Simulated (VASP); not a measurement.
# Ga: single point with PBE

Crystal: Ga.

```
Ga
1.0
    -2.21684    2.21684    1.15931
     2.21684   -2.21684    1.15931
     2.21684    2.21684   -1.15931
Ga
2
Direct
  0.62500 0.87500 0.75000
  0.37500 0.12500 0.25000
```

```yaml
Program: VASP 6.6.1
Task: single point
Functional: PBE
Potentials_or_basis: VASP PAW PBE potentials, release 64 (Ga_d)
Cutoff: 520 eV
k_mesh: 17 × 17 × 17
Occupations: fermi-dirac, width 0.08 eV
Spin: no spin polarisation
Dipole_correction: no
Further_INCAR_settings: ALGO = Normal; EDIFF = 1e-06; NBANDS = 20
```

```
Pressure               : 101.7 GPa
Band gap on the k mesh : zero (bands 13 and 14 overlap by 10.76 eV)
```

Levels at points of the mesh, in eV from the Fermi level:
```tsv
k point	band 10	band 11	band 12	band 13	band 14	band 15	band 16	band 17
(0.00, 0.00, 0.00)	-15.11	-14.83	-1.38	-1.38	2.00	4.33	14.11	14.11
```

Wall time 110 s on 1 thread of AMD EPYC 9R45 96-Core Processor (Zen 5) (shared host), peak memory 0.24 GiB.

Caveat: the cell stands under pressure.
